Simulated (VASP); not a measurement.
# Os: relaxation of cell and atoms with PBE

Os:

```
Os
1.0
     0.00000    1.87468    1.87468
     1.87468    0.00000    1.87468
     1.87468    1.87468    0.00000
Os
1
Cartesian
  0.0000 0.0000 0.0000
```

This isn't the form of Os at room conditions, which is hcp.

```yaml
Program: VASP 6.6.1
Task: relaxation of cell and atoms
Functional: PBE
Potentials_or_basis: VASP PAW PBE potentials, release 64 (Os)
Cutoff: 600 eV
k_mesh: 18 × 18 × 18
Occupations: fermi-dirac, width 0.1 eV
Spin: no spin polarisation
Target_pressure: 40 GPa
Dipole_correction: no
Further_INCAR_settings: ALGO = Normal; EDIFF = 1e-06; IBRION = 2; EDIFFG = -0.005; NSW = 60; ISIF = 3
```

| Quantity | Value |
| --- | --- |
| Relaxed volume | 13.20 Å³/atom |
| Relaxed cell | a = 2.653 Å, b = 2.653 Å, c = 2.653 Å, α = 60.00°, β = 60.00°, γ = 60.00° |
| Space group after relaxing (to 0.1 Å) | Fm-3m (No. 225) |
| Energy change on relaxing (the run minimises the enthalpy) | -6.9 meV/atom |
| Ionic steps | 3 |
| Pressure after relaxing | 40.0 GPa |
| Band gap on the k mesh | zero (bands 4 and 5 overlap by 4.24 eV) |

Step by step:
```
step  energy change (eV)  largest force (eV/Å)  pressure (GPa)  volume (Å³)
   1              0.0000                0.0000           41.23        13.18
   2             -0.0447                0.0000           32.91        13.37
   3             -0.0069                0.0000           40.01        13.20
```

Final structure:
```yaml
crystal:
  lattice:
    - [0.00000, 1.87598, 1.87598]
    - [1.87598, 0.00000, 1.87598]
    - [1.87598, 1.87598, 0.00000]
  atoms:
    - { symbol: Os, position: [0.00000, 0.00000, 0.00000] }
```

Levels at points of the mesh, in eV from the Fermi level:
```csv
k point,band 1,band 2,band 3,band 4,band 5,band 6,band 7,band 8
"(0.00, 0.00, 0.00)",-11.34,-3.25,-3.25,-3.25,0.09,0.09,14.21,20.39
"(0.50, 0.00, 0.00)",-8.24,-3.44,-3.44,-0.20,2.75,2.75,9.85,13.76
"(0.50, 0.50, 0.00)",-8.23,-7.47,2.55,2.71,3.51,3.51,12.71,12.71
```

It took 16 s on 1 thread of Intel(R) Xeon(R) 6975P-C (Granite Rapids), on a shared host, peak memory 0.16 GiB.

Caveat: the cell is relaxed towards a set pressure, so the run minimises the enthalpy, not the energy; spin-orbit coupling is left out, which moves the levels of the heavy elements.
